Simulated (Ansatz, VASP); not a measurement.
One calculation of CdTe, two programs

```
Te Cd
1.0
     0.00000    3.20500    3.20500
     3.20500    0.00000    3.20500
     3.20500    3.20500    0.00000
Te Cd
1 1
Direct
  0.75000 0.75000 0.75000
  0.00000 0.00000 0.00000
```

Alike in both runs: task single point; functional PBE; k mesh 7 × 7 × 7; occupations gaussian, width 0.018 eV; no spin polarisation.

|  | VASP | Ansatz |
| --- | --- | --- |
| version | VASP 6.6.1 | Ansatz 0.2.0 |
| potentials or method | VASP PAW PBE potentials, release 64 (Te, Cd), cutoff 520 eV | all-electron LAPW, scalar-relativistic |

VASP gave:

| Property | Result |
| --- | --- |
| gap on the k mesh at the Fermi level (eV) | 0.87 |
| least direct gap on the mesh (eV) | 0.87 |
| pressure (GPa) | 4.4 |

Q: Estimate Ansatz's values.

A: gap on the k mesh at the Fermi level (eV): 0.87; least direct gap on the mesh (eV): 0.87; pressure (GPa): 4.3.

Ansatz ran all-electron here, and VASP with PAW potentials.

Neither program's run includes spin-orbit coupling.
